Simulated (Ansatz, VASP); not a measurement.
## One calculation of AlN, two programs

Contents of INCAR:

```
SYSTEM = AlN
PREC     = Accurate       ! precision mode
ENCUT    = 520            ! plane-wave cutoff, eV
EDIFF    = 1E-6           ! SCF threshold, eV
ISMEAR   = 0              ! smearing method
SIGMA    = 0.05           ! smearing width, eV
LREAL    = .False.        ! projectors in reciprocal space
LASPH    = .True.         ! aspherical terms in the spheres
NELM     = 100            ! most SCF steps
ALGO     = Normal         ! electronic algorithm
ISIF     = 2              ! what is computed and relaxed
LWAVE    = .False.        ! write WAVECAR
LCHARG   = .True.         ! write CHGCAR
GGA      = PS             ! functional
LELF     = .True.         ! ELF
LVHAR    = .True.       
NBANDS   = 16             ! bands
```

Contents of KPOINTS:

```
regular mesh
0
Gamma
  12 12 6
  0 0 0
```

File POSCAR:

```
AlN
1.0
    3.2586851769      0.0000000000      0.0000000000
   -1.6293425885      2.8221041461      0.0000000000
    0.0000000000      0.0000000000      4.3260103409
Al N
2 2
Direct
    0.3333333333      0.6666666667      0.7500000000
    0.6666666667      0.3333333333      0.2500000000
    0.3333333333      0.6666666667      0.2500000000
    0.6666666667      0.3333333333      0.7500000000
```

Input for Ansatz:

```yaml
crystal:
  lattice:
    - [3.2586851769, 0.0, 0.0]
    - [-1.6293425885, 2.8221041461, 0.0]
    - [0.0, 0.0, 4.3260103409]
  atoms:
    - { symbol: Al, position: [0.3333333333, 0.6666666667, 0.75] }
    - { symbol: Al, position: [0.6666666667, 0.3333333333, 0.25] }
    - { symbol: "N", position: [0.3333333333, 0.6666666667, 0.25] }
    - { symbol: "N", position: [0.6666666667, 0.3333333333, 0.75] }
basis:
  ecutwfc: 420
kpoints:
  mp_grid: { grid: [12, 12, 6] }
hamiltonian:
  xc: pbesol
scf:
  occupations: { method: gaussian, width: 0.05 }
output:
  forces: true
  stress: true
  eigenvalues: true
```

Alike in both runs: task single point; functional PBEsol; k mesh 12 × 12 × 6; occupations gaussian, width 0.05 eV; no spin polarisation.

```csv
,VASP,Ansatz
version,VASP 6.6.1,Ansatz 0.2.0
potentials or method,"VASP PAW PBE potentials, release 64 (Al, N), cutoff 520 eV","scalar-relativistic, plane waves, PAW"
valence electrons in the cell,16,16
```

```csv
,VASP,Ansatz,Ansatz less VASP
gap on the k mesh at the Fermi level (eV),3.07,3.06,-0.015
least direct gap on the mesh (eV),3.07,3.06,-0.015
pressure (GPa),-1.3,-1.3,+0.03
"traceless stress, the component that is largest in VASP (GPa)",-6.30,-6.25,+0.052
```

VASP's potentials were made for PBE, not for PBEsol.
